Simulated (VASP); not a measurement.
Here is a VASP 6.6.1 calculation.

Contents of INCAR:

```
SYSTEM = Te
ALGO = Normal
EDIFF = 1E-6
ENCUT = 520
GGA = PE
ISIF = 2
ISMEAR = -1
LASPH = .True.
LCHARG = .False.
LREAL = .False.
LWAVE = .False.
NBANDS = 13
NELM = 80
PREC = Accurate
SIGMA = 0.08
```

File KPOINTS:

```
k-points
0
Gamma
  13 13 7
  0 0 0
```

Contents of POSCAR:

```
Te
1.0
    3.9759840290      0.0000000000      0.0000000000
   -1.9879920145      3.4433031741      0.0000000000
    0.0000000000      0.0000000000      4.4189679352
Te
2
Direct
    0.3333333333      0.6666666667      0.2500000000
    0.6666666667      0.3333333333      0.7500000000
```

Potentials or basis: VASP PAW PBE potentials, release 64 (Te).

Run with:

```bash
$ cat potpaw_PBE.64/Te/POTCAR > POTCAR
$ mpirun -np 1 vasp_std > vasp.out
```

Q: Predict the band gap on the k mesh.

A: Zero (bands 6 and 7 overlap by 2.27 eV).

Q: What does it give for the pressure?

A: 1.5 GPa.

Caveat: spin-orbit coupling is left out, which moves the levels of the heavy elements.
